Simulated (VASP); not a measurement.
# AlNi (Imma) in VASP: single point with PBEsol

Aim: the single point of AlNi with PBEsol.

Everything below comes from runs of VASP 6.6.1. Logs are shortened: lines on timing, memory, paths and dates and some standing lists are left out, and cuts for length are marked.

## Step 1: The cell of the first run

It takes space group Imma (No. 74, orthorhombic). Conventional cell: a = 4.048 Å, b = 5.724 Å, c = 4.048 Å, α = 90.00°, β = 90.00°, γ = 90.00°. Al (site symmetry mm2) has 8 Ni at 2.45 to 2.51 Å and 6 Al at 2.81 to 2.92 Å within 3.2 Å. Within 3.2 Å of Ni (site symmetry 2/m) lie 8 Al at 2.45 to 2.51 Å and 6 Ni at 2.86 Å.

## Step 2: Single point, PBEsol (atoms displaced along a vibrational mode)

The input, INCAR:

```
ALGO     = Normal         # electronic algorithm
EDIFF    = 1E-6           # SCF threshold, eV
ENCUT    = 600            # plane-wave cutoff, eV
GGA      = PS             # functional
GGA_COMPAT= F            
ISIF     = 2              # what is computed and relaxed
ISMEAR   = 0              # smearing method
LASPH    = T              # aspherical terms in the spheres
LCHARG   = F              # write CHGCAR
LREAL    = F              # projectors in reciprocal space
LWAVE    = F              # write WAVECAR
NBANDS   = 21             # bands
NELM     = 120            # most SCF steps
PREC     = Accurate       # precision mode
SIGMA    = 0.15           # smearing width, eV
```

The input, KPOINTS:

```
k-points
0
Gamma
  18 18 18
```

The input, POSCAR:

```
AlNi
1.0
   -2.8621655520      0.0000000000     -2.8621655520
    0.0000000000     -2.8621655520     -2.8621655520
   -2.8621655520     -2.8621655520      0.0000000000
Al Ni
2 2
Direct
    0.5000000000      0.5000000000      0.4907355099
    0.0000000000      0.0000000000      0.0092644901
    0.2500000000      0.2500000000      0.2500000000
    0.7500000000      0.7500000000      0.7500000000
```

Potentials or basis: VASP PAW PBE potentials, release 64 (Al, Ni).

Run with:

```
> cat potpaw_PBE.64/Al/POTCAR potpaw_PBE.64/Ni/POTCAR > POTCAR
> mpirun -np 1 vasp_std > vasp.out
```

OUTCAR:

```text
EDIFF = 1E-6
   ENCUT = 600
   GGA = PS
   ISIF = 2
   ISMEAR = 0
   LASPH = T
   LREAL = F
   NELM = 120
   PREC = Accurate

 ion  position               nearest neighbor table
   1  0.500  0.500  0.491-   3 2.45   4 2.45   3 2.48   3 2.48   4 2.48   4 2.48   4 2.51   3 2.51
                             2 2.81   2 2.81   2 2.86   2 2.86   2 2.92   2 2.92
   2  0.000  0.000  0.009-   4 2.45   3 2.45   4 2.48   4 2.48   3 2.48   3 2.48   4 2.51   3 2.51
                             1 2.81   1 2.81   1 2.86   1 2.86   1 2.92   1 2.92
   3  0.250  0.250  0.250-   1 2.45   2 2.45   2 2.48   2 2.48   1 2.48   1 2.48   2 2.51   1 2.51
                             4 2.86   4 2.86   4 2.86   4 2.86   4 2.86   4 2.86
   4  0.750  0.750  0.750-   1 2.45   2 2.45   1 2.48   1 2.48   2 2.48   2 2.48   2 2.51   1 2.51
                             3 2.86   3 2.86   3 2.86   3 2.86   3 2.86   3 2.86

  LATTYP: Found a face centered cubic cell.
 ALAT       =     5.7243311040

  Lattice vectors:

 A1 = (  -2.8621655520,   0.0000000000,  -2.8621655520)
 A2 = (   0.0000000000,  -2.8621655520,  -2.8621655520)
 A3 = (  -2.8621655520,  -2.8621655520,   0.0000000000)

Analysis of symmetry for initial positions (statically):
=====================================================================
 Subroutine PRICEL returns:
 Original cell was already a primitive cell.

 Routine SETGRP: Setting up the symmetry group for a
 face centered cubic supercell.

 Subroutine GETGRP returns: Found  8 space group operations
 (whereof  4 operations were pure point group operations)
 out of a pool of 48 trial point group operations.

The static configuration has the point symmetry C_2v.
 The point group associated with its full space group is D_2h.

Analysis of symmetry for dynamics (positions and initial velocities):
=====================================================================
 Subroutine PRICEL returns:
 Original cell was already a primitive cell.

 Routine SETGRP: Setting up the symmetry group for a
 face centered cubic supercell.

 Subroutine GETGRP returns: Found  8 space group operations
 (whereof  4 operations were pure point group operations)
 out of a pool of 48 trial point group operations.

The dynamic configuration has the point symmetry C_2v.
 The point group associated with its full space group is D_2h.

 Subroutine INISYM returns: Found  8 space group operations
 (whereof  4 operations are pure point group operations),
 and found     1 'primitive' translations

----------------------------------------------------------------------------------------

[... 86 lines left out ...]
 SYSTEM =  unknown system
   PREC   = accura    normal or accurate (medium, high low for compatibility)
   ISTART =      0    job   : 0-new  1-cont  2-samecut
   ICHARG =      2    charge: 1-file 2-atom 10-const
   ISPIN  =      1    spin polarized calculation?
   LNONCOLLINEAR =      F non collinear calculations
   LSORBIT =      F    spin-orbit coupling
   LASPH  =      T    aspherical Exc in radial PAW
   ENCUT  =  600.0 eV  44.10 Ry    6.64 a.u.   8.08  8.08  8.08*2*pi/ulx,y,z
   NELM   =    120;   NELMIN=  2; NELMDL= -5     # of ELM steps
   EDIFF  = 0.1E-05   stopping-criterion for ELM
   LREAL  =      F    real-space projection
[... 7 lines left out ...]
   TEBEG  =    0.0;   TEEND  =   0.0 temperature during run
   PSTRESS=    0.0 pullay stress
   NELECT =      26.0000    total number of electrons
   NUPDOWN=      -1.0000    fix difference up-down
   EMIN   =  10.00;   EMAX   =-10.00  energy-range for DOS
   EFERMI =   0.00;   METHOD = LEGACY
   ISMEAR =     0;   SIGMA  =   0.15  broadening in eV -4-tet -1-fermi 0-gaus
   EFERMI_NEDOS =   21; number of points for ismear=-14 and -15
   IALGO  =     38    algorithm
   IMIX   =      4    mixing-type and parameters
     AMIX     =   0.40;   BMIX     =  1.00
     AMIX_MAG =   1.60;   BMIX_MAG =  1.00
  volume/ion in A,a.u.               =      11.72        79.11
  Fermi-wavevector in a.u.,A,eV,Ry     =   1.344914  2.541519 24.610134  1.808794
  Thomas-Fermi vector in A             =   2.472869
   LORBIT       =      0    0 simple, 1 ext, 2 COOP (PROOUT), +10 PAW based schemes
   GGA     = PS    functional components
   LHFCALC =     F    Hartree Fock is set to
   AEXX    =    0.0000 exact exchange contribution
   IVDW    =     0    specifies the selected vdW correction
   LEPSILON=     F    determine dielectric tensor
   LRPA    =     F    only Hartree local field effects (RPA)
 non-spin polarized calculation
 Gauss-broadening in eV      SIGMA  =   0.15
  energy-cutoff  :      600.00
  volume of cell :       46.89
 maximum number of plane-waves:      1588
   NGX = 17   NGY = 17   NGZ = 17

 number of electron      25.9999992 magnetization

 Free energy of the ion-electron system (eV)
  ---------------------------------------------------
  ext. energy  EPLUGINS =         0.00000000
  ---------------------------------------------------
  free energy    TOTEN  =       -23.16534209 eV

  energy without entropy =      -23.14771195  energy(sigma->0) =      -23.15652702

 E-fermi :  10.1570     XC(G=0): -12.2612

 val. band max:       10.1564947841   @ k =  -0.1667  -0.3333  -0.2222
 cond. band min:      10.1576041757   @ k =  -0.3333   0.2778   0.1111
 fundamental gap:      0.0011093916
 Fermi energy:        10.1570452623

 k-point     1 :       0.0000    0.0000    0.0000
  band No.  band energies     occupation
      1      -1.1194      2.00000
      2       5.9554      2.00000
      3       5.9623      2.00000
      4       5.9641      2.00000
      5       6.8260      2.00000
      6       6.8305      2.00000
[... 565 lines left out ...]
     20      15.7714      0.00000
     21      15.9379      0.00000

 [... further k-points ...]
[... 5 lines left out ...]
  --------------------------------------------------------------------------------------
  -------------------------------------------------------------------------------------
  Total        0.0962962      0.0962962      0.0744131      0.0235735      0.0000000      0.0000000
  in kB        3.2900733      3.2900733      2.5424121      0.8054154      0.0000000      0.0000000
  external PRESSURE =       3.0408529 kB  Pullay stress =       0.0000000 kB

 VOLUME and BASIS-vectors are now :
 -----------------------------------------------------------------------------
  energy-cutoff  :      600.00
  volume of cell :       46.89
      direct lattice vectors                 reciprocal lattice vectors
    -2.862165552  0.000000000 -2.862165552    -0.174692900  0.174692900 -0.174692900
     0.000000000 -2.862165552 -2.862165552     0.174692900 -0.174692900 -0.174692900
    -2.862165552 -2.862165552  0.000000000    -0.174692900 -0.174692900  0.174692900

 POSITION                                       TOTAL-FORCE (eV/Angst)
 -----------------------------------------------------------------------------------
     -2.83565     -2.83565     -2.86217        -0.311878     -0.311878      0.000000
     -0.02652     -0.02652      0.00000         0.311878      0.311878     -0.000000
     -1.43108     -1.43108     -1.43108        -0.000000     -0.000000     -0.000000
     -4.29325     -4.29325     -4.29325        -0.000000     -0.000000     -0.000000
 -----------------------------------------------------------------------------------
    total drift:                                0.000000      0.000000     -0.000000

  FREE ENERGIE OF THE ION-ELECTRON SYSTEM (eV)
  ---------------------------------------------------
  free  energy   TOTEN  =       -23.1653420896 eV

  energy  without entropy=      -23.1477119478  energy(sigma->0) =      -23.15652702
```

It took 5 min on 1 thread of Intel Xeon 6975P-C (Granite Rapids), shared host; peak memory 0.92 GiB.

What came out:

- Free energy: -23.1653 eV
- Pressure: 0.3 GPa
- Largest force: 0.441 eV/Å
- Band gap on the k mesh: zero (bands 13 and 14 overlap by 2.92 eV)

Forces in eV/Å, atoms in the order of the input:
```
Al  -0.312 -0.312  0.000
Al   0.312  0.312  0.000
Ni   0.000  0.000  0.000
Ni   0.000  0.000  0.000
```

Stress tensor (GPa, compression positive):
```
0.33 0.08 0.00
0.08 0.33 0.00
0.00 0.00 0.25
```

Caveat: the cell differs from its parent crystal (atoms displaced along a vibrational mode); the PAW data sets were made with another functional, which shifts forces and pressure a little. Spin polarisation is off, so any magnetic state and its effect on volume and gap are missing.
